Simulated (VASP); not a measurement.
# PtSe2 (P-3m1) in VASP: notebook

PtSe2 is run at these levels: PBEsol; tasks: relaxation of cell and atoms, single point.

Everything below comes from runs of VASP 6.6.1. Logs are shortened: lines on timing, memory, paths and dates and some standing lists are left out, and cuts for length are marked.

### 1 The cell of the first run

Symmetry: P-3m1, No. 164, trigonal system. The conventional cell has a = 3.761 Å, b = 3.761 Å, c = 4.859 Å, α = 90.00°, β = 90.00°, γ = 120.00°. Within 3.3 Å of Pt (site symmetry -3m) lie 6 Se at 2.51 Å. Se (site symmetry 3m) has 3 Pt at 2.51 Å and 6 Se at 3.18 to 3.34 Å within 3.4 Å.

### 2 Relaxation of cell and atoms, PBEsol, target pressure 6 GPa, at which the enthalpy is minimised

Input file INCAR:

```
SYSTEM = PtSe2
  PREC = Accurate
  ENCUT = 600
  EDIFF = 1E-6
  ISMEAR = -1
  SIGMA = 0.15
  LREAL = .FALSE.
  LASPH = .TRUE.
  NELM = 100
  ALGO = Normal
  ISIF = 3
  LWAVE = .FALSE.
  LCHARG = .FALSE.
  GGA = PS
  IBRION = 2
  NSW = 80
  EDIFFG = -0.001
  PSTRESS = 60.0
```

Input file KPOINTS:

```
regular mesh
0
G
  12 12 8
  0 0 0
```

Input file POSCAR:

```
PtSe2
1.0
    3.7607971116      0.0000000000      0.0000000000
   -1.8803985558      3.2569458371      0.0000000000
    0.0000000000      0.0000000000      4.8587327377
Pt Se
1 2
Direct
    0.0000000000      0.0000000000      0.0000000000
    0.3333333333      0.6666666667      0.2611754915
    0.6666666667      0.3333333333      0.7388245085
```

Potentials or basis: VASP PAW PBE potentials, release 64 (Pt, Se).

On the command line:

```console
$ cat potpaw_PBE.64/Pt/POTCAR potpaw_PBE.64/Se/POTCAR > POTCAR
$ mpirun -np 1 vasp_std > vasp.out
```

OUTCAR:

```text
SYSTEM = PtSe2
   PREC = Accurate
   ENCUT = 600
   EDIFF = 1E-6
   ISMEAR = -1
   LREAL = .FALSE.
   LASPH = .TRUE.
   NELM = 100
   ISIF = 3
   GGA = PS
   IBRION = 2
   NSW = 80
   EDIFFG = -0.001
   PSTRESS = 60.0

 ion  position               nearest neighbor table
   1  0.000  0.000  0.000-   2 2.51   3 2.51   2 2.51   3 2.51   3 2.51   2 2.51
   2  0.333  0.667  0.261-   1 2.51   1 2.51   1 2.51
   3  0.667  0.333  0.739-   1 2.51   1 2.51   1 2.51

  LATTYP: Found a hexagonal cell.
 ALAT       =     3.7607971116
 C/A-ratio  =     1.2919422648

  Lattice vectors:

 A1 = (   3.7607971116,   0.0000000000,   0.0000000000)
 A2 = (  -1.8803985558,   3.2569458371,   0.0000000000)
 A3 = (   0.0000000000,   0.0000000000,   4.8587327377)

Analysis of symmetry for initial positions (statically):
=====================================================================
 Subroutine PRICEL returns:
 Original cell was already a primitive cell.

 Routine SETGRP: Setting up the symmetry group for a
 hexagonal supercell.

 Subroutine GETGRP returns: Found 12 space group operations
 (whereof 12 operations were pure point group operations)
 out of a pool of 24 trial point group operations.

The static configuration has the point symmetry D_3d.

Analysis of symmetry for dynamics (positions and initial velocities):
=====================================================================
 Subroutine PRICEL returns:
 Original cell was already a primitive cell.

 Routine SETGRP: Setting up the symmetry group for a
 hexagonal supercell.

 Subroutine GETGRP returns: Found 12 space group operations
 (whereof 12 operations were pure point group operations)
 out of a pool of 24 trial point group operations.

The dynamic configuration has the point symmetry D_3d.

 Subroutine INISYM returns: Found 12 space group operations
 (whereof 12 operations are pure point group operations),
 and found     1 'primitive' translations

----------------------------------------------------------------------------------------

                                     Primitive cell

  volume of cell :      59.5132

[... 114 lines left out ...]
   LORBIT       =      0    0 simple, 1 ext, 2 COOP (PROOUT), +10 PAW based schemes
   GGA     = PS    functional components
   LHFCALC =     F    Hartree Fock is set to
   AEXX    =    0.0000 exact exchange contribution
   IVDW    =     0    specifies the selected vdW correction
   LEPSILON=     F    determine dielectric tensor
   LRPA    =     F    only Hartree local field effects (RPA)
 conjugate gradient relaxation of ions
 non-spin polarized calculation
  energy-cutoff  :      600.00
  volume of cell :       59.51
 maximum number of plane-waves:      2005
   NGX = 15   NGY = 15   NGZ = 19

--------------------------------------- Ionic step        1  -------------------------------------------

 number of electron      22.0000003 magnetization

 Free energy of the ion-electron system (eV)
  ---------------------------------------------------
  ext. energy  EPLUGINS =         0.00000000
  ---------------------------------------------------
  free energy    TOTEN  =       -15.93455436 eV

  energy without entropy =      -15.87473170  energy(sigma->0) =      -15.90464303

------------------------ aborting loop because EDIFF is reached ----------------------------------------

  FORCE on cell =-STRESS in cart. coord.  units (eV):
  Direction    XX          YY          ZZ          XY          YZ          ZX
  --------------------------------------------------------------------------------------
  -------------------------------------------------------------------------------------
  Total        0.0461033      0.0461033      0.0287650      0.0000000     -0.0000000      0.0000000
  in kB        1.2411645      1.2411645      0.7743934      0.0000000     -0.0000000      0.0000000
  external PRESSURE =     -58.9144258 kB  Pullay stress =      60.0000000 kB
[... 100 lines left out ...]
  energy  without entropy=      -15.8356110153  energy(sigma->0) =      -15.86423896

  enthalpy is  TOTEN    =       -13.7511528371 eV   P V=        2.1417140710

[... ionic steps 4 to 25 ...]

--------------------------------------- Ionic step       26  -------------------------------------------

 number of electron      22.0000000 magnetization

------------------------ aborting loop because EDIFF is reached ----------------------------------------
[... 73 lines left out ...]
--------------------------------------- Ionic step       28  -------------------------------------------

 number of electron      22.0000000 magnetization

 Free energy of the ion-electron system (eV)
  ---------------------------------------------------
  ext. energy  EPLUGINS =         0.00000000
  ---------------------------------------------------
  free energy    TOTEN  =       -15.86283149 eV

  energy without entropy =      -15.80477622  energy(sigma->0) =      -15.83380385

 E-fermi :   7.5060     XC(G=0): -11.3959

 val. band max:        7.4688761925   @ k =   0.0000   0.1667   0.3750
 cond. band min:       7.5097845035   @ k =   0.0000   0.3333   0.2500
 fundamental gap:      0.0409083110
 Fermi energy:         7.5060155240

 k-point     1 :       0.0000    0.0000    0.0000
  band No.  band energies     occupation
      1      -8.7165      2.00000
      2      -4.9108      2.00000
      3      -0.0312      2.00000
      4       0.9737      2.00000
      5       0.9737      2.00000
      6       3.6028      2.00000
      7       3.6028      2.00000
      8       5.0274      2.00000
      9       6.5262      1.99709
     10       6.5262      1.99709
     11       8.3984      0.00520
     12       8.3984      0.00520
     13       8.5643      0.00172
     14      10.5210      0.00000
[... 401 lines left out ...]
      2      -5.3288      2.00000
      3       0.3143      2.00000
      4       1.1191      2.00000
      5       1.6485      2.00000
      6       2.7897      2.00000
      7       3.4617      2.00000
      8       4.3040      2.00000
      9       5.5719      1.99999
     10       6.3168      1.99928
     11       7.6275      0.61593
     12       8.2898      0.01070
     13       9.0102      0.00009
     14      12.0758      0.00000
     15      12.7229      0.00000

 [... further k-points ...]

------------------------ aborting loop because EDIFF is reached ----------------------------------------

  FORCE on cell =-STRESS in cart. coord.  units (eV):
  Direction    XX          YY          ZZ          XY          YZ          ZX
  --------------------------------------------------------------------------------------
  -------------------------------------------------------------------------------------
  Total        2.0606900      2.0606900      2.0628565      0.0000000      0.0000000      0.0000000
  in kB       59.9266351     59.9266351     59.9896382      0.0000000      0.0000000      0.0000000
  external PRESSURE =      -0.0523639 kB  Pullay stress =      60.0000000 kB
[... 22 lines left out ...]
  energy  without entropy=      -15.8047762168  energy(sigma->0) =      -15.83380385

  enthalpy is  TOTEN    =       -13.7996187035 eV   P V=        2.0632127893

 reached required accuracy - stopping structural energy minimisation
```

OSZICAR:

```text
N       E                     dE             d eps       ncg     rms          rms(c)
DAV:   1     0.125722587971E+03    0.12572E+03   -0.11210E+04  3970   0.146E+03
DAV:   2    -0.110544624961E+02   -0.13678E+03   -0.13378E+03  5001   0.254E+02
[... 175 lines left out ...]
       N       E                     dE             d eps       ncg     rms          rms(c)
DAV:   1    -0.158627958599E+02    0.74819E-04   -0.50416E-06  3979   0.191E-02    0.341E-03
DAV:   2    -0.158627956541E+02    0.20575E-06   -0.16544E-06  2010   0.139E-02
  27 F= -.13799619E+02 E0= -.13770587E+02  d E =-.265551E-07
       N       E                     dE             d eps       ncg     rms          rms(c)
DAV:   1    -0.158628315011E+02   -0.35641E-04   -0.10241E-06  1972   0.768E-03    0.167E-03
DAV:   2    -0.158628314928E+02    0.83151E-08   -0.38291E-07  1986   0.632E-03
  28 F= -.13799619E+02 E0= -.13770591E+02  d E =-.653595E-07
```

CONTCAR:

```text
PtSe2
   1.00000000000000
     3.7270558768173552    0.0000000000000000    0.0000000000000000
    -1.8635279384086776    3.2277250706035212    0.0000000000000000
    -0.0000000000000000   -0.0000000000000000    4.5797409577453658
  Pt              Se
     1     2
Direct
     0.0000000000000000    0.0000000000000000    0.0000000000000000
     0.3333333332999970    0.6666666667000030    0.2753916157745841
     0.6666666667000030    0.3333333332999970    0.7246083842254160

  0.00000000E+00  0.00000000E+00  0.00000000E+00
  0.00000000E+00  0.00000000E+00  0.00000000E+00
  0.00000000E+00  0.00000000E+00  0.00000000E+00
```

It took 30 min on 1 thread of Intel Xeon 8259CL, shared host; peak memory 0.32 GiB.

What came out:

```
Free energy                                                : -15.8628 eV
Relaxed volume                                             : 18.36 Å³/atom
Relaxed cell                                               : a = 3.727 Å, b = 3.727 Å, c = 4.580 Å, α = 90.00°, β = 90.00°, γ = 120.00°
Space group after relaxing (to 0.1 Å)                      : P-3m1 (No. 164)
Energy change on relaxing (the run minimises the enthalpy) : +23.9 meV/atom
Ionic steps                                                : 28
Pressure after relaxing                                    : 6.0 GPa
Band gap on the k mesh                                     : zero (bands 11 and 12 overlap by 0.89 eV)
```

The path:
| step | energy change (eV) | largest force (eV/Å) | pressure (GPa) | volume (Å³) |
| --- | --- | --- | --- | --- |
| 1 | 0.0000 | 0.0144 | 0.11 | 59.51 |
| 2 | 0.3171 | 1.4159 | 18.56 | 53.45 |
| 3 | 0.0417 | 0.4760 | 5.90 | 57.19 |
| 4 | 0.0430 | 0.3436 | 5.91 | 56.58 |
| 5 | 0.0877 | 0.1091 | 6.54 | 54.74 |
| 6 | 0.0741 | 0.0149 | 6.38 | 55.08 |
| 7 | 0.0760 | 0.0288 | 6.41 | 55.03 |
| 8 | 0.0590 | 0.1076 | 4.83 | 55.48 |
| 9 | 0.0664 | 0.0701 | 5.57 | 55.26 |
| 10 | 0.0706 | 0.0015 | 5.98 | 55.12 |
| 11 | 0.0709 | 0.0055 | 5.98 | 55.12 |
| 12 | 0.0710 | 0.0069 | 5.99 | 55.11 |
| 13 | 0.0711 | 0.0084 | 6.00 | 55.11 |
| 14 | 0.0713 | 0.0049 | 5.98 | 55.10 |
| 15 | 0.0718 | 0.0023 | 5.98 | 55.09 |
| 16 | 0.0715 | 0.0014 | 5.99 | 55.10 |
| 17 | 0.0715 | 0.0026 | 5.99 | 55.10 |
| 18 | 0.0714 | 0.0040 | 5.99 | 55.10 |
| 19 | 0.0718 | 0.0013 | 5.98 | 55.09 |
| 20 | 0.0725 | 0.0028 | 6.04 | 55.07 |
| 21 | 0.0720 | 0.0003 | 6.02 | 55.09 |
| 22 | 0.0720 | 0.0006 | 6.02 | 55.09 |
| 23 | 0.0719 | 0.0011 | 6.02 | 55.09 |
| 24 | 0.0718 | 0.0013 | 6.02 | 55.09 |
| 25 | 0.0714 | 0.0033 | 5.98 | 55.10 |
| 26 | 0.0717 | 0.0006 | 5.98 | 55.09 |
| 27 | 0.0718 | 0.0006 | 6.01 | 55.09 |
| 28 | 0.0717 | 0.0003 | 5.99 | 55.09 |

Final structure:
```
CELL_PARAMETERS angstrom
3.72706 0.00000 0.00000
-1.86353 3.22773 0.00000
0.00000 0.00000 4.57974
ATOMIC_POSITIONS crystal
Pt 0.00000 0.00000 0.00000
Se 0.33333 0.66667 0.27539
Se 0.66667 0.33333 0.72461
```

Levels at points of the mesh, in eV from the Fermi level:
```tsv
k point	band 9	band 10	band 11	band 12	band 13	band 14
(0.00, 0.00, 0.00)	-0.98	-0.98	0.89	0.89	1.06	3.01
(0.50, 0.00, 0.00)	-3.39	-3.33	-3.00	0.52	2.95	5.39
(0.00, 0.00, 0.50)	-1.98	-1.98	-1.66	2.65	2.65	5.11
(0.50, 0.00, 0.50)	-3.12	-2.56	-1.00	0.43	1.70	4.94
```

Caveat: the cell is relaxed towards a set pressure, so the run minimises the enthalpy, not the energy; the PAW data sets were made with another functional, which shifts forces and pressure a little; spin-orbit coupling is left out, which moves the levels of the heavy elements.

### 3 Relaxation of cell and atoms, PBEsol

Input file INCAR:

```
ALGO     = Normal         # electronic algorithm
EDIFF    = 1E-6           # SCF threshold, eV
EDIFFG   = -0.001         # ionic threshold
ENCUT    = 600            # plane-wave cutoff, eV
GGA      = PS             # functional
IBRION   = 2              # ionic algorithm
ISIF     = 3              # what is computed and relaxed
ISMEAR   = -1             # smearing method
LASPH    = True           # aspherical terms in the spheres
LCHARG   = False          # write CHGCAR
LREAL    = False          # projectors in reciprocal space
LWAVE    = False          # write WAVECAR
NELM     = 80             # most SCF steps
NSW      = 80             # ionic steps
PREC     = Accurate       # precision mode
SIGMA    = 0.15           # smearing width, eV
```

Input file KPOINTS:

```
k-points
0
Gamma
  12 12 8
```

Input file POSCAR:

```
PtSe2
1.0
    3.7607248996      0.0000000000      0.0000000000
   -1.8803624498      3.2568832997      0.0000000000
    0.0000000000      0.0000000000      4.8633103098
Pt Se
1 2
Direct
    0.0000000000      0.0000000000      0.0000000000
    0.3333333333      0.6666666667      0.2606754621
    0.6666666667      0.3333333333      0.7393245379
```

Potentials or basis: VASP PAW PBE potentials, release 64 (Pt, Se).

On the command line:

```console
$ cat potpaw_PBE.64/Pt/POTCAR potpaw_PBE.64/Se/POTCAR > POTCAR
$ mpirun -np 1 vasp_std > vasp.out
```

It took 16 min on 1 thread of Intel Xeon 8259CL, shared host; peak memory 0.31 GiB.

It converged, with:

```
Free energy                           : -15.9346 eV
Relaxed volume                        : 19.84 Å³/atom
Relaxed cell                          : a = 3.762 Å, b = 3.762 Å, c = 4.856 Å, α = 90.00°, β = 90.00°, γ = 120.00°
Space group after relaxing (to 0.1 Å) : P-3m1 (No. 164)
Energy gained by relaxing             : 0.0 meV/atom
Ionic steps                           : 16
Pressure after relaxing               : 0.0 GPa
Band gap on the k mesh                : zero (bands 11 and 12 overlap by 0.78 eV)
```

Step by step:
```tsv
step	energy change (eV)	largest force (eV/Å)	pressure (GPa)	volume (Å³)
1	0.0000	0.0318	0.16	59.57
2	0.0001	0.0173	-0.32	59.74
3	0.0000	0.0129	-0.01	59.63
4	0.0000	0.0116	-0.03	59.64
5	-0.0001	0.0081	-0.04	59.62
6	-0.0001	0.0017	-0.01	59.56
7	-0.0001	0.0008	0.02	59.53
8	-0.0001	0.0029	0.04	59.51
9	-0.0001	0.0001	-0.01	59.51
10	-0.0001	0.0005	-0.01	59.51
11	-0.0001	0.0014	-0.02	59.52
12	-0.0001	0.0009	-0.01	59.51
13	-0.0001	0.0007	-0.01	59.51
14	-0.0001	0.0005	0.01	59.51
15	-0.0001	0.0004	-0.01	59.51
16	-0.0001	0.0002	0.00	59.51
```

Final structure:
```yaml
crystal:
  lattice:
    - [3.76185, 0.00000, 0.00000]
    - [-1.88093, 3.25786, 0.00000]
    - [0.00000, 0.00000, 4.85570]
  atoms:
    - { symbol: Pt, position: [0.00000, 0.00000, 0.00000] }
    - { symbol: Se, position: [0.33333, 0.66667, 0.26145] }
    - { symbol: Se, position: [0.66667, 0.33333, 0.73855] }
```

Levels at points of the mesh, in eV from the Fermi level:
```csv
k point,band 8,band 9,band 10,band 11,band 12,band 13,band 14,band 15
"(0.00, 0.00, 0.00)",-2.40,-0.96,-0.96,0.81,1.24,1.24,3.33,4.12
"(0.50, 0.00, 0.00)",-3.64,-3.29,-3.22,-2.86,0.60,2.57,4.99,6.05
"(0.00, 0.00, 0.50)",-2.88,-1.62,-1.60,-1.60,2.42,2.42,4.93,6.51
"(0.50, 0.00, 0.50)",-3.31,-3.04,-2.62,-1.08,0.78,1.54,4.84,4.91
```

Caveat: the PAW data sets were made with another functional, which shifts forces and pressure a little; spin-orbit coupling is left out, which moves the levels of the heavy elements.

### 4 Single point, PBEsol

This run uses another cell than the first one, of 17.88 Å³/atom.

Input file INCAR:

```
SYSTEM = PtSe2
PREC = Accurate
ENCUT = 520
EDIFF = 1E-6
ISMEAR = -1
SIGMA = 0.15
LREAL = .FALSE.
LASPH = .TRUE.
NELM = 60
ALGO = Normal
ISIF = 2
LWAVE = .FALSE.
LCHARG = .TRUE.
GGA = PS
LELF = .TRUE.
LVHAR = .TRUE.
NBANDS = 18
```

Input file KPOINTS:

```
Automatic mesh
0
G
  12 12 8
  0 0 0
```

Input file POSCAR:

```
PtSe2
1.0
    3.7098166092      0.0000000000      0.0000000000
   -1.8549083046      3.2127954269      0.0000000000
    0.0000000000      0.0000000000      4.5007428490
Pt Se
1 2
Direct
    0.0000000000      0.0000000000      0.0000000000
    0.3333333333      0.6666666667      0.2791024403
    0.6666666667      0.3333333333      0.7208975597
```

On the command line:

```console
$ cat potpaw_PBE.64/Pt/POTCAR potpaw_PBE.64/Se/POTCAR > POTCAR
$ mpirun -np 1 vasp_std > vasp.out
```

Run time: 39 s. Hardware: 1 thread of Intel Xeon 6975P-C (Granite Rapids), shared host; peak memory 0.26 GiB.

Results (log left out):

```yaml
Free_energy: -15.7944 eV
Pressure: 9.2 GPa
Largest_force: 0.019 eV/Å
Band_gap_on_the_k_mesh: zero (bands 11 and 12 overlap by 0.77 eV)
```

Forces in eV/Å, atoms in the order of the input:
```
Pt   0.000  0.000  0.000
Se   0.000  0.000  0.019
Se   0.000  0.000 -0.019
```

Levels at points of the mesh, in eV from the Fermi level:
| k point | band 8 | band 9 | band 10 | band 11 | band 12 | band 13 | band 14 | band 15 |
| --- | --- | --- | --- | --- | --- | --- | --- | --- |
| (0.00, 0.00, 0.00) | -2.52 | -1.00 | -1.00 | 0.78 | 0.78 | 1.08 | 2.95 | 4.61 |
| (0.50, 0.00, 0.00) | -3.51 | -3.46 | -3.39 | -3.07 | 0.52 | 3.09 | 5.51 | 6.46 |
| (0.00, 0.00, 0.50) | -3.01 | -2.12 | -2.12 | -1.68 | 2.74 | 2.74 | 5.16 | 6.41 |
| (0.50, 0.00, 0.50) | -3.48 | -3.17 | -2.56 | -1.02 | 0.32 | 1.78 | 4.98 | 5.77 |

Caveat: the cell stands under pressure; the PAW data sets were made with another functional, which shifts forces and pressure a little; spin-orbit coupling is left out, which moves the levels of the heavy elements.

### 5 The runs side by side

| task | cell | cutoff (eV) | gap on the mesh (eV) | pressure (GPa) |
| --- | --- | --- | --- | --- |
| relaxation of cell and atoms | relaxed to 6 GPa from a = 3.761, b = 3.761, c = 4.859 Å, angles 90.0, 90.0, 120.0°, 3 atoms, atomic positions A | 600 | none | 6.0 |
| relaxation of cell and atoms | relaxed from a = 3.761, b = 3.761, c = 4.863 Å, angles 90.0, 90.0, 120.0°, 3 atoms, atomic positions B | 600 | none | 0.0 |
| single point | a = 3.710, b = 3.710, c = 4.501 Å, angles 90.0, 90.0, 120.0°, 3 atoms, atomic positions C | 520 | none | 9.2 |

Alike in all rows: level PBEsol; potentials or basis VASP PAW PBE potentials, release 64 (Pt, Se); no spin polarisation; k mesh 12 × 12 × 8; smearing fermi-dirac 0.15 eV.

Caveats: the PAW data sets were made with another functional, which shifts forces and pressure a little; spin-orbit coupling is left out, which moves the levels of the heavy elements; the cell is relaxed towards a set pressure, so the run minimises the enthalpy, not the energy (at least some runs); the cell stands under pressure (at least some runs).

Total energies depend on the potentials used, so only differences within one code and one set of settings carry meaning.

The gap in the log of VASP goes by the Fermi energy; the results here count the filled bands.